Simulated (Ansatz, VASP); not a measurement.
## Two plane-wave programs on InSb

The input INCAR:

```
SYSTEM = InSb
PREC     = Accurate       ! precision mode
ENCUT    = 600            ! plane-wave cutoff, eV
EDIFF    = 1E-7           ! SCF threshold, eV
ISMEAR   = 0              ! smearing method
SIGMA    = 0.1            ! smearing width, eV
LREAL    = .FALSE.        ! projectors in reciprocal space
LASPH    = .TRUE.         ! aspherical terms in the spheres
NELM     = 80             ! most SCF steps
ALGO     = Normal         ! electronic algorithm
ISIF     = 3              ! what is computed and relaxed
LWAVE    = .FALSE.        ! write WAVECAR
LCHARG   = .FALSE.        ! write CHGCAR
GGA      = PE             ! functional
IBRION   = 2              ! ionic algorithm
NSW      = 90             ! ionic steps
EDIFFG   = -0.04          ! ionic threshold
```

File KPOINTS:

```
Automatic mesh
0
G
  4 4 2
  0 0 0
```

POSCAR

```
InSb
1.0
    4.4570755500      0.0000000000      0.0000000000
    0.0000000000      4.4570755500      0.0000000000
    0.0000000000      0.0000000000      9.6611807400
In Sb
3 3
Direct
    0.5000000000      0.0000000000      0.0000000000
    0.0000000000      0.5000000000      0.0000000000
    0.5000000000      0.5000000000      0.0000000000
    0.0000000000      0.0000000000      0.7755737100
    0.0000000000      0.0000000000      0.2244262900
    0.0000000000      0.0000000000      0.5000000000
```

Input for Ansatz:

```yaml
crystal:
  lattice:
    - [4.45707555, 0.0, 0.0]
    - [0.0, 4.45707555, 0.0]
    - [0.0, 0.0, 9.66118074]
  atoms:
    - { symbol: In, position: [0.5, 0.0, 0.0] }
    - { symbol: In, position: [0.0, 0.5, 0.0] }
    - { symbol: In, position: [0.5, 0.5, 0.0] }
    - { symbol: Sb, position: [0.0, 0.0, 0.77557371] }
    - { symbol: Sb, position: [0.0, 0.0, 0.22442629] }
    - { symbol: Sb, position: [0.0, 0.0, 0.5] }
basis:
  ecutwfc: 420
kpoints:
  mp_grid: { grid: [4, 4, 2] }
hamiltonian:
  xc: pbe
scf:
  occupations: { method: gaussian, width: 0.1 }
  lower_state_search: "off"
output:
  forces: true
  stress: true
  eigenvalues: true
relax:
  adjacent_minimum: "off"
  f_tol: 0.04
  max_steps: 70
  cell: { stress_tol: 0.4 }
```

Alike in both runs: task relaxation of cell and atoms; functional PBE; k mesh 4 × 4 × 2; occupations gaussian, width 0.1 eV; no spin polarisation.

```csv
,VASP,Ansatz
version,VASP 6.6.1,Ansatz 0.2.0
potentials or method,"VASP PAW PBE potentials, release 64 (In_d, Sb), cutoff 600 eV","scalar-relativistic, plane waves, PAW"
valence electrons in the cell,54,84
```

Ansatz gave:

| Item | Value |
| --- | --- |
| gap on the k mesh at the Fermi level, each at its own relaxed structure (eV) | none |
| relaxed volume (Å³/atom) | 49.10 |
| relaxed cell length with the largest relative difference (Å) | 8.864 |

Task: Estimate VASP's values.

Result: gap on the k mesh at the Fermi level, each at its own relaxed structure (eV): none; relaxed volume (Å³/atom): 48.92; relaxed cell length with the largest relative difference (Å): 8.851.

A gap of «none» marks a metal or a gap that the smearing closes. VASP's potentials hold 54 valence electrons a cell and Ansatz's 84, so a difference there can come from the potentials and not from the codes.

Neither program's run includes spin-orbit coupling. Noted on VASP's run: the volume moved by over 15 % at a fixed basis, so the end points are rough.
